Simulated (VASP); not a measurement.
Here is a VASP 6.6.1 calculation.

File POSCAR:

```
AlP
1.0
    0.0000000000      2.7393129744      2.7393129744
    2.7393129744      0.0000000000      2.7393129744
    2.7393129744      2.7393129744      0.0000000000
Al P
1 1
Direct
    0.0000000000      0.0000000000      0.0000000000
    0.2500000000      0.2500000000      0.2500000000
```

INCAR.step1

```
PREC = Accurate ; ENCUT = 550
ISMEAR = 0 ; SIGMA = 0.02
LREAL = F ; LASPH = T
NELM = 120 ; NBANDS = 11
GGA = PE ; ALGO = Normal
EDIFF = 1E-5 ; LWAVE = T
LCHARG = F ; GGA_COMPAT = F
```

File INCAR.step2:

```
PREC = Accurate ; ENCUT = 550
EDIFF = 1E-6 ; ISMEAR = 0
SIGMA = 0.02 ; LREAL = F
LASPH = T ; NELM = 120
ALGO = Normal ; ISIF = 2
LWAVE = F ; LCHARG = F
METAGGA = R2SCAN ; LMIXTAU = T
NBANDS = 11 ; ISTART = 1
GGA_COMPAT = F
```

Contents of KPOINTS:

```
Automatic mesh
0
Gamma
  8 8 8
```

Potentials or basis: VASP PAW PBE potentials, release 64 (Al, P).

Launch:

```console
$ cat potpaw_PBE.64/Al/POTCAR potpaw_PBE.64/P/POTCAR > POTCAR
$ cp INCAR.step1 INCAR
$ mpirun -np 1 vasp_std > vasp.out
$ cp INCAR.step2 INCAR
$ mpirun -np 1 vasp_std > vasp.out
```

Problem. Predict the band gap on the k mesh.

Solution. 1.93 eV, indirect (least direct gap 3.91 eV).

Problem. What does it give for the pressure?

Solution. -0.3 GPa.

Caveat: the PAW data sets were made with another functional, which shifts forces and pressure a little. A k mesh can miss the band edges.
